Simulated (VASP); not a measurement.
# CdO (Monteponite) (Fm-3m) in VASP: a series of runs

CdO (Monteponite) is run at these levels: PBE; tasks: single point.

Program: VASP 6.6.1. These are calculated values, not measurements. Logs are shortened: lines on timing, memory, paths and dates and some standing lists are left out, and cuts for length are marked.

### 1 The cell of the first run

The structure is cubic, space group Fm-3m (No. 225). The conventional cell has a = 4.660 Å, b = 4.660 Å, c = 4.660 Å, α = 90.00°, β = 90.00°, γ = 90.00°. Within 3.1 Å of Cd (site symmetry m-3m) lie 6 O at 2.33 Å. O (site symmetry m-3m) has 6 Cd at 2.33 Å within 3.1 Å.

### 2 Single point, PBE

File INCAR:

```
SYSTEM = CdO
  ALGO = Normal
  EDIFF = 1E-6
  ENCUT = 600
  GGA = PE
  GGA_COMPAT = .FALSE.
  ISIF = 2
  ISMEAR = -1
  LASPH = .TRUE.
  LCHARG = .TRUE.
  LELF = .TRUE.
  LREAL = .FALSE.
  LVHAR = .TRUE.
  LWAVE = .FALSE.
  NBANDS = 16
  NELM = 120
  PREC = Accurate
  SIGMA = 0.1
```

File KPOINTS:

```
k-points
0
G
  8 8 8
  0 0 0
```

File POSCAR:

```
CdO
1.0
    0.0000000000      2.3297553690      2.3297553690
    2.3297553690      0.0000000000      2.3297553690
    2.3297553690      2.3297553690      0.0000000000
Cd O
1 1
Direct
    0.0000000000      0.0000000000      0.0000000000
    0.5000000000      0.5000000000      0.5000000000
```

Potentials or basis: VASP PAW PBE potentials, release 64 (Cd, O).

On the command line:

```bash
$ cat potpaw_PBE.64/Cd/POTCAR potpaw_PBE.64/O/POTCAR > POTCAR
$ mpirun -np 1 vasp_std > vasp.out
```

OUTCAR:

```text
SYSTEM = CdO
   EDIFF = 1E-6
   ENCUT = 600
   GGA = PE
   ISIF = 2
   ISMEAR = -1
   LASPH = .TRUE.
   LREAL = .FALSE.
   NELM = 120
   PREC = Accurate

 ion  position               nearest neighbor table
   1  0.000  0.000  0.000-   2 2.33   2 2.33   2 2.33   2 2.33   2 2.33   2 2.33
   2  0.500  0.500  0.500-   1 2.33   1 2.33   1 2.33   1 2.33   1 2.33   1 2.33

  LATTYP: Found a face centered cubic cell.
 ALAT       =     4.6595107380

  Lattice vectors:

 A1 = (   0.0000000000,   2.3297553690,   2.3297553690)
 A2 = (   2.3297553690,   0.0000000000,   2.3297553690)
 A3 = (   2.3297553690,   2.3297553690,   0.0000000000)

Analysis of symmetry for initial positions (statically):
=====================================================================
 Subroutine PRICEL returns:
 Original cell was already a primitive cell.

 Routine SETGRP: Setting up the symmetry group for a
 face centered cubic supercell.

 Subroutine GETGRP returns: Found 48 space group operations
 (whereof 48 operations were pure point group operations)
 out of a pool of 48 trial point group operations.

The static configuration has the point symmetry O_h .

Analysis of symmetry for dynamics (positions and initial velocities):
=====================================================================
 Subroutine PRICEL returns:
 Original cell was already a primitive cell.

 Routine SETGRP: Setting up the symmetry group for a
 face centered cubic supercell.

 Subroutine GETGRP returns: Found 48 space group operations
 (whereof 48 operations were pure point group operations)
 out of a pool of 48 trial point group operations.

The dynamic configuration has the point symmetry O_h .

 Subroutine INISYM returns: Found 48 space group operations
 (whereof 48 operations are pure point group operations),
 and found     1 'primitive' translations

----------------------------------------------------------------------------------------

                                     Primitive cell

  volume of cell :      25.2907

  direct lattice vectors                    reciprocal lattice vectors
     0.000000000  2.329755369  2.329755369    -0.214614807  0.214614807  0.214614807
     2.329755369  0.000000000  2.329755369     0.214614807 -0.214614807  0.214614807
     2.329755369  2.329755369  0.000000000     0.214614807  0.214614807 -0.214614807

  length of vectors
     3.294771640  3.294771640  3.294771640     0.371723751  0.371723751  0.371723751

  position of ions in fractional coordinates (direct lattice)
     0.000000000  0.000000000  0.000000000
     0.500000000  0.500000000  0.500000000

  ion indices of the primitive-cell ions
   primitive index   ion index
                 1           1
                 2           2

----------------------------------------------------------------------------------------

 KPOINTS: k-points

Automatic generation of k-mesh.
 Grid dimensions read from file:
 generate k-points for:    8    8    8

 Generating k-lattice:

  Cartesian coordinates                     Fractional coordinates (reciprocal lattice)
    -0.026826851  0.026826851  0.026826851     0.125000000  0.000000000  0.000000000
     0.026826851 -0.026826851  0.026826851     0.000000000  0.125000000  0.000000000
     0.026826851  0.026826851 -0.026826851     0.000000000  0.000000000  0.125000000

  Length of vectors
     0.046465469  0.046465469  0.046465469

  Shift w.r.t. Gamma in fractional coordinates (k-lattice)
     0.000000000  0.000000000  0.000000000

 Subroutine IBZKPT returns following result:
 ===========================================

 Found     29 irreducible k-points:

 Following reciprocal coordinates:
            Coordinates               Weight
  0.000000  0.000000  0.000000      1.000000
  0.125000  0.000000  0.000000      8.000000
  0.250000  0.000000  0.000000      8.000000
  0.375000  0.000000  0.000000      8.000000
  0.500000  0.000000  0.000000      4.000000
  0.125000  0.125000  0.000000      6.000000
[... 16 lines left out ...]
  0.500000  0.250000  0.125000     48.000000
 -0.375000  0.250000  0.125000     24.000000
 [... further k-points ...]
   k-points           NKPTS =     29   k-points in BZ     NKDIM =     29   number of bands    NBANDS=     16
   number of dos      NEDOS =    301   number of ions     NIONS =      2
   total plane-waves  NPLWV =  21952
   dimension x,y,z NGX =    28 NGY =   28 NGZ =   28
   dimension x,y,z NGXF=    56 NGYF=   56 NGZF=   56
   ions per type =               1   1
   NGX,Y,Z   is equivalent  to a cutoff of  14.13, 14.13, 14.13 a.u.
   NGXF,Y,Z  is equivalent  to a cutoff of  28.26, 28.26, 28.26 a.u.
 SYSTEM =  CdO
   PREC   = accura    normal or accurate (medium, high low for compatibility)
   ISTART =      0    job   : 0-new  1-cont  2-samecut
   ICHARG =      2    charge: 1-file 2-atom 10-const
   ISPIN  =      1    spin polarized calculation?
   LNONCOLLINEAR =      F non collinear calculations
   LSORBIT =      F    spin-orbit coupling
   LASPH  =      T    aspherical Exc in radial PAW
   ENCUT  =  600.0 eV  44.10 Ry    6.64 a.u.   6.58  6.58  6.58*2*pi/ulx,y,z
   NELM   =    120;   NELMIN=  2; NELMDL= -5     # of ELM steps
   EDIFF  = 0.1E-05   stopping-criterion for ELM
   LREAL  =      F    real-space projection
   EDIFFG = 0.1E-04   stopping-criterion for IOM
   NSW    =      0    number of steps for IOM
   IBRION =     -1    ionic relax: 0-MD 1-quasi-New 2-CG
   NFREE  =      0    steps in history (QN), initial steepest desc. (CG)
   ISIF   =      2    stress and relaxation
   ISYM   =      2    0-nonsym 1-usesym 2-fastsym
   POTIM  = 0.5000    time-step for ionic-motion
   TEBEG  =    0.0;   TEEND  =   0.0 temperature during run
   PSTRESS=    0.0 pullay stress
   NELECT =      18.0000    total number of electrons
   NUPDOWN=      -1.0000    fix difference up-down
   EMIN   =  10.00;   EMAX   =-10.00  energy-range for DOS
   EFERMI =   0.00;   METHOD = LEGACY
   ISMEAR =    -1;   SIGMA  =   0.10  broadening in eV -4-tet -1-fermi 0-gaus
   EFERMI_NEDOS =   21; number of points for ismear=-14 and -15
   IALGO  =     38    algorithm
   IMIX   =      4    mixing-type and parameters
     AMIX     =   0.40;   BMIX     =  1.00
     AMIX_MAG =   1.60;   BMIX_MAG =  1.00
  volume/ion in A,a.u.               =      12.65        85.34
  Fermi-wavevector in a.u.,A,eV,Ry     =   1.461657  2.762130 29.068030  2.136440
  Thomas-Fermi vector in A             =   2.577962
   LORBIT       =      0    0 simple, 1 ext, 2 COOP (PROOUT), +10 PAW based schemes
   GGA     = PE    functional components
   LHFCALC =     F    Hartree Fock is set to
   AEXX    =    0.0000 exact exchange contribution
   IVDW    =     0    specifies the selected vdW correction
   LEPSILON=     F    determine dielectric tensor
   LRPA    =     F    only Hartree local field effects (RPA)
 non-spin polarized calculation
  energy-cutoff  :      600.00
  volume of cell :       25.29
 maximum number of plane-waves:       877
 NGX is ok and might be reduce to    28
   NGX = 13   NGY = 13   NGZ = 13

 number of electron      18.0000003 magnetization

 Free energy of the ion-electron system (eV)
  ---------------------------------------------------
  ext. energy  EPLUGINS =         0.00000000
  ---------------------------------------------------
  free energy    TOTEN  =        -7.66046663 eV

  energy without entropy =       -7.65830344  energy(sigma->0) =       -7.65938504

 E-fermi :   2.6283     XC(G=0): -11.8426

 val. band max:        2.2829764455   @ k =   0.5000   0.0000   0.0000
 cond. band min:       3.2690240256   @ k =   0.1250   0.0000   0.0000
 fundamental gap:      0.9860475800
 Fermi energy:         2.6282837194

 k-point     1 :       0.0000    0.0000    0.0000
  band No.  band energies     occupation
      1     -15.2793      2.00000
      2      -4.4733      2.00000
      3      -4.4733      2.00000
      4      -4.4733      2.00000
      5      -4.1499      2.00000
      6      -4.1499      2.00000
[... 8 lines left out ...]
     15      20.8368      0.00000
     16      20.8368      0.00000

 k-point     2 :       0.1250    0.0000    0.0000
  band No.  band energies     occupation
      1     -15.1666      2.00000
      2      -4.5470      2.00000
      3      -4.4626      2.00000
      4      -4.4626      2.00000
      5      -4.2459      2.00000
      6      -4.2459      2.00000
[... 8 lines left out ...]
     15      21.1436      0.00000
     16      21.1436      0.00000

 k-point     3 :       0.2500    0.0000    0.0000
  band No.  band energies     occupation
      1     -14.8799      2.00000
      2      -4.8396      2.00000
      3      -4.7174      2.00000
      4      -4.7174      2.00000
      5      -4.1487      2.00000
      6      -4.1487      2.00000
[... 8 lines left out ...]
     15      22.0621      0.00000
     16      22.0621      0.00000

 k-point     4 :       0.3750    0.0000    0.0000
  band No.  band energies     occupation
      1     -14.5686      2.00000
      2      -5.2989      2.00000
      3      -5.0064      2.00000
      4      -5.0064      2.00000
      5      -3.9653      2.00000
      6      -3.9653      2.00000
[... 8 lines left out ...]
     15      23.4807      0.00000
     16      23.4807      0.00000
[... 324 lines left out ...]
 k-point    22 :       0.3750    0.2500    0.1250
  band No.  band energies     occupation
      1     -14.7378      2.00000
      2      -4.9706      2.00000
      3      -4.7251      2.00000
      4      -4.6117      2.00000
      5      -4.1814      2.00000
      6      -3.9010      2.00000
[... 8 lines left out ...]
     15      24.0603      0.00000
     16      24.5680      0.00000

 k-point    23 :       0.5000    0.2500    0.1250
  band No.  band energies     occupation
      1     -14.5427      2.00000
      2      -5.0552      2.00000
      3      -4.8574      2.00000
      4      -4.7291      2.00000
      5      -4.0220      2.00000
      6      -3.8209      2.00000
[... 8 lines left out ...]
     15      23.2865      0.00000
     16      24.9264      0.00000

 k-point    24 :      -0.3750    0.2500    0.1250
  band No.  band energies     occupation
      1     -14.4598      2.00000
      2      -5.1375      2.00000
      3      -4.8166      2.00000
      4      -4.8108      2.00000
      5      -3.8846      2.00000
      6      -3.8781      2.00000
[... 8 lines left out ...]
     15      22.0758      0.00000
     16      25.5887      0.00000

 [... further k-points ...]
[... 5 lines left out ...]
  --------------------------------------------------------------------------------------
  -------------------------------------------------------------------------------------
  Total        1.8505061      1.8505061      1.8505061     -0.0000000      0.0000000     -0.0000000
  in kB      117.2303717    117.2303717    117.2303717     -0.0000000      0.0000000     -0.0000000
  external PRESSURE =     117.2303717 kB  Pullay stress =       0.0000000 kB

 VOLUME and BASIS-vectors are now :
 -----------------------------------------------------------------------------
  energy-cutoff  :      600.00
  volume of cell :       25.29
      direct lattice vectors                 reciprocal lattice vectors
     0.000000000  2.329755369  2.329755369    -0.214614807  0.214614807  0.214614807
     2.329755369  0.000000000  2.329755369     0.214614807 -0.214614807  0.214614807
     2.329755369  2.329755369  0.000000000     0.214614807  0.214614807 -0.214614807

 POSITION                                       TOTAL-FORCE (eV/Angst)
 -----------------------------------------------------------------------------------
      0.00000      0.00000      0.00000        -0.000000     -0.000000     -0.000000
      2.32976      2.32976      2.32976         0.000000      0.000000      0.000000
 -----------------------------------------------------------------------------------
    total drift:                                0.000000      0.000000      0.000000

  FREE ENERGIE OF THE ION-ELECTRON SYSTEM (eV)
  ---------------------------------------------------
  free  energy   TOTEN  =        -7.6604666303 eV

  energy  without entropy=       -7.6583034440  energy(sigma->0) =       -7.65938504
```

Run time: 36 s. Hardware: 1 thread of Intel Xeon 8259CL, shared host; peak memory 0.16 GiB.

Results:

- Free energy: -7.6605 eV
- Pressure: 11.7 GPa
- Band gap on the k mesh: zero (band 9 reaches 2.28 eV, above the bottom of band 10 at 1.91 eV)

### 3 Single point, PBE

This run uses another cell than the first one, of 12.97 Å³/atom, 1.026 times its volume.

File INCAR:

```
PREC = Accurate
ENCUT = 600
EDIFF = 1E-6
ISMEAR = -1
SIGMA = 0.1
LREAL = False
LASPH = True
NELM = 120
ALGO = Normal
ISIF = 2
LWAVE = False
LCHARG = False
GGA = PE
NBANDS = 16
GGA_COMPAT = False
```

File KPOINTS:

```
regular mesh
0
Gamma
  8 8 8
```

File POSCAR:

```
CdO
1.0
    0.0000000000      2.3495000000      2.3495000000
    2.3495000000      0.0000000000      2.3495000000
    2.3495000000      2.3495000000      0.0000000000
Cd O
1 1
Direct
    0.0000000000      0.0000000000      0.0000000000
    0.5000000000      0.5000000000      0.5000000000
```

Potentials or basis: VASP PAW PBE potentials, release 64 (Cd, O).

On the command line:

```bash
$ cat potpaw_PBE.64/Cd/POTCAR potpaw_PBE.64/O/POTCAR > POTCAR
$ mpirun -np 1 vasp_std > vasp.out
```

Run time: 36 s. Hardware: 1 thread of Intel Xeon 8259CL, shared host; peak memory 0.16 GiB.

The run converged. Its results:

```yaml
Free_energy: -7.7003 eV
Pressure: 7.4 GPa
Band_gap_on_the_k_mesh: zero (band 9 reaches 2.04 eV, above the bottom of band 10 at 1.61 eV)
```

Levels at points of the mesh, in eV from the Fermi level:
| k point | band 7 | band 8 | band 9 | band 10 | band 11 | band 12 |
| --- | --- | --- | --- | --- | --- | --- |
| (0.00, 0.00, 0.00) | -1.68 | -1.68 | -1.68 | -0.78 | 14.64 | 16.69 |
| (0.50, 0.00, 0.00) | -4.16 | -0.35 | -0.35 | 4.10 | 6.97 | 11.61 |
| (0.50, 0.50, 0.00) | -4.68 | -2.65 | -2.65 | 3.54 | 8.21 | 10.87 |

### 4 Single point, PBE

This run uses another cell than the first one, of 13.29 Å³/atom, 1.051 times its volume.

File INCAR:

```
SYSTEM = CdO
  PREC = Accurate
  ENCUT = 600
  EDIFF = 1E-6
  ISMEAR = -1
  SIGMA = 0.1
  LREAL = .FALSE.
  LASPH = .TRUE.
  NELM = 120
  ALGO = Normal
  ISIF = 2
  LWAVE = .FALSE.
  LCHARG = .TRUE.
  GGA = PE
  LELF = .TRUE.
  LVHAR = .TRUE.
  NBANDS = 16
  GGA_COMPAT = .FALSE.
```

File KPOINTS:

```
regular mesh
0
G
  8 8 8
  0 0 0
```

File POSCAR:

```
CdO
1.0
    0.0000000000      2.3689182360      2.3689182360
    2.3689182360      0.0000000000      2.3689182360
    2.3689182360      2.3689182360      0.0000000000
Cd O
1 1
Direct
    0.0000000000      0.0000000000      0.0000000000
    0.5000000000      0.5000000000      0.5000000000
```

On the command line:

```bash
$ cat potpaw_PBE.64/Cd/POTCAR potpaw_PBE.64/O/POTCAR > POTCAR
$ mpirun -np 1 vasp_std > vasp.out
```

It took 35 s on 1 thread of Intel Xeon 8259CL, shared host; peak memory 0.16 GiB.

The run converged. Its results:

* Free energy: -7.7236 eV
* Pressure: 3.6 GPa
* Band gap on the k mesh: zero (band 9 reaches 1.81 eV, above the bottom of band 10 at 1.33 eV)

Levels at points of the mesh, in eV from the Fermi level:
```csv
k point,band 6,band 7,band 8,band 9,band 10,band 11,band 12,band 13
"(0.00, 0.00, 0.00)",-6.72,-1.59,-1.59,-1.59,-0.83,14.60,16.51,16.51
"(0.50, 0.00, 0.00)",-6.49,-4.10,-0.35,-0.35,4.08,6.79,11.48,11.48
"(0.50, 0.50, 0.00)",-6.08,-4.51,-2.54,-2.54,3.43,8.10,10.78,12.80
```

### 5 Single point, PBE

This run uses another cell than the first one, of 13.62 Å³/atom, 1.077 times its volume.

File INCAR:

```
PREC = Accurate ; ENCUT = 600
EDIFF = 1E-6 ; ISMEAR = -1
SIGMA = 0.1 ; LREAL = F
LASPH = T ; NELM = 120
ALGO = Normal ; ISIF = 2
LWAVE = F ; LCHARG = F
GGA = PE ; NBANDS = 16
GGA_COMPAT = F
```

File KPOINTS:

```
regular mesh
0
Gamma
  8 8 8
```

File POSCAR:

```
CdO
1.0
    0.0000000000      2.3880232403      2.3880232403
    2.3880232403      0.0000000000      2.3880232403
    2.3880232403      2.3880232403      0.0000000000
Cd O
1 1
Direct
    0.0000000000      0.0000000000      0.0000000000
    0.5000000000      0.5000000000      0.5000000000
```

On the command line:

```bash
$ cat potpaw_PBE.64/Cd/POTCAR potpaw_PBE.64/O/POTCAR > POTCAR
$ mpirun -np 1 vasp_std > vasp.out
```

It took 35 s on 1 thread of Intel Xeon 8259CL, shared host; peak memory 0.16 GiB.

Results (log left out):

```yaml
Free_energy: -7.7328 eV
Pressure: 0.3 GPa
Band_gap_on_the_k_mesh: zero (band 9 reaches 1.59 eV, above the bottom of band 10 at 1.07 eV)
```

Levels at points of the mesh, in eV from the Fermi level:
```tsv
k point	band 5	band 6	band 7	band 8	band 9	band 10	band 11	band 12	band 13	band 14
(0.00, 0.00, 0.00)	-6.71	-6.71	-1.51	-1.51	-1.51	-0.87	14.56	16.34	16.34	16.34
(0.50, 0.00, 0.00)	-6.49	-6.49	-4.05	-0.36	-0.36	4.06	6.62	11.35	11.35	16.91
(0.50, 0.50, 0.00)	-6.37	-6.12	-4.34	-2.43	-2.43	3.33	7.99	10.69	12.59	12.59
```

### 6 The runs side by side

| cell | gap on the mesh (eV) | pressure (GPa) |
| --- | --- | --- |
| a = 3.295 Å, angles 60.0°, 2 atoms | none | 11.7 |
| a = 3.323 Å, angles 60.0°, 2 atoms | none | 7.4 |
| a = 3.350 Å, angles 60.0°, 2 atoms | none | 3.6 |
| a = 3.377 Å, angles 60.0°, 2 atoms | none | 0.3 |

Alike in all rows: task single point; level PBE; potentials or basis VASP PAW PBE potentials, release 64 (Cd, O); no spin polarisation; k mesh 8 × 8 × 8; cutoff (eV) 600; smearing fermi-dirac 0.1 eV.

Absolute energies hang on the potentials; compare differences alone.
